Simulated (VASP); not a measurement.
BaTiO3, 5 atoms in the cell. It takes space group P4mm (No. 99, tetragonal). The conventional cell has a = 3.972 Å, b = 3.972 Å, c = 4.113 Å, α = 90.00°, β = 90.00°, γ = 90.00°. Ba (site symmetry 4mm) has 12 O at 2.79 to 2.93 Å and 8 Ti at 3.44 to 3.53 Å within 3.7 Å. Ti (site symmetry 4mm) has 6 O at 1.82 to 2.29 Å within 2.4 Å. O (site symmetry 2mm) has 2 Ti at 1.99 Å within 2.6 Å. Within 2.4 Å of O (site symmetry 4mm) lie 2 Ti at 1.82 to 2.29 Å. 

| Property | Result |
| --- | --- |
| Program | VASP 6.6.1 |
| Task | single point |
| Functional | r2SCAN |
| Potentials or basis | VASP PAW PBE potentials, release 64 (Ba_sv, Ti_sv, O) |
| Cutoff | 520 eV |
| k mesh | 6 × 6 × 6 |
| Occupations | gaussian, width 0.01 eV |
| Spin | non-collinear spin, zero start, spin-orbit coupling |
| Starting moments | [[0.0, 0.0, 0.0], [0.0, 0.0, 0.0], [0.0, 0.0, 0.0], [0.0, 0.0, 0.0], [0.0, 0.0, 0.0]] μB |
| Dipole correction | no |
| Further INCAR settings | ALGO = Normal; EDIFF = 1e-07; NBANDS = 55 |

Potentials or basis: VASP PAW PBE potentials, release 64 (Ba_sv, Ti_sv, O).

Launch:

```sh
$ cat potpaw_PBE.64/Ba_sv/POTCAR potpaw_PBE.64/Ti_sv/POTCAR potpaw_PBE.64/O/POTCAR > POTCAR
$ cp INCAR.step1 INCAR
$ mpirun -np 1 vasp_ncl > vasp.out
$ cp INCAR.step2 INCAR
$ mpirun -np 1 vasp_ncl > vasp.out
```

Hardware: 1 thread of Oxide Virtual Turin-like Processor, on a shared host.

Task: How long does it take, and how much memory?

Result: Wall time 51 min on 1 thread of Oxide Virtual Turin-like Processor (shared host), peak memory 0.53 GiB. Counts: k points 60.
